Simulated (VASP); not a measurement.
Wanted: the native input for a VASP 6.6.1 run.

| Item | Value |
| --- | --- |
| Task | single point |
| Functional | LDA |
| Potentials or basis | VASP PAW LDA potentials, release 64 (Cu) |
| Cutoff | 600 eV |
| k mesh | 18 × 18 × 18 |
| Occupations | fermi-dirac, width 0.05 eV |
| Spin | no spin polarisation |
| Dipole correction | no |
| Further INCAR settings | ALGO = Normal; EDIFF = 1e-06; NBANDS = 12 |

The structure of Cu lies in POSCAR:

```
Cu
1.0
    0.0000000000      1.7592099174      1.7592099174
    1.7592099174      0.0000000000      1.7592099174
    1.7592099174      1.7592099174      0.0000000000
Cu
1
Direct
    0.0000000000      0.0000000000      0.0000000000
```

The input as run:

INCAR

```
PREC = Accurate
ENCUT = 600
EDIFF = 1E-6
ISMEAR = -1
SIGMA = 0.05
LREAL = F
LASPH = T
NELM = 120
ALGO = Normal
ISIF = 2
LWAVE = F
LCHARG = F
GGA = CA
NBANDS = 12
GGA_COMPAT = F
```

KPOINTS

```
Automatic mesh
0
Gamma
  18 18 18
```

Potentials or basis: VASP PAW LDA potentials, release 64 (Cu).

The run is started by

```console
$ cat potpaw_LDA.64/Cu/POTCAR > POTCAR
$ mpirun -np 1 vasp_std > vasp.out
```

It gave:

```yaml
Pressure: 1.0 GPa
```

It took 38 s on 1 thread of Intel Xeon 8259CL (shared host), peak memory 0.14 GiB.
